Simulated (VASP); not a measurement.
A run of VASP 6.6.1 is set up as follows.

Contents of INCAR:

```
SYSTEM = TaN
  PREC = Accurate
  ENCUT = 520
  EDIFF = 1E-6
  ISMEAR = 0
  SIGMA = 0.15
  LREAL = .False.
  LASPH = .True.
  NELM = 100
  ALGO = Normal
  ISIF = 2
  LWAVE = .False.
  LCHARG = .True.
  GGA = PS
  LELF = .True.
  LVHAR = .True.
  NBANDS = 15
```

File KPOINTS:

```
regular mesh
0
Gamma
  24 24 20
  0 0 0
```

The input POSCAR:

```
TaN
1.0
    3.0409486065      0.0000000000      0.0000000000
   -1.5204743033      2.6335387449      0.0000000000
    0.0000000000      0.0000000000      2.7558985369
Ta N
1 1
Direct
    0.3333333333      0.6666666667      0.5000000000
    0.0000000000      0.0000000000      0.0000000000
```

Potentials or basis: VASP PAW PBE potentials, release 64 (Ta_pv, N).

Command:

```console
$ cat potpaw_PBE.64/Ta_pv/POTCAR potpaw_PBE.64/N/POTCAR > POTCAR
$ mpirun -np 1 vasp_std > vasp.out
```

Question: What does it give for the band gap on the k mesh?

Answer: Zero (band 8 reaches 8.11 eV, above the bottom of band 9 at 7.82 eV).

Question: What does it give for the pressure?

Answer: -8.4 GPa.

Stress tensor (GPa, compression positive):
```
-24.75   0.00   0.00
  0.00 -24.75   0.00
  0.00   0.00  24.37
```

Caveat: the cell differs from its parent crystal (strain +0.040 along x and y, -0.040 along z); the PAW data sets were made with another functional, which shifts forces and pressure a little; spin-orbit coupling is left out, which moves the levels of the heavy elements.
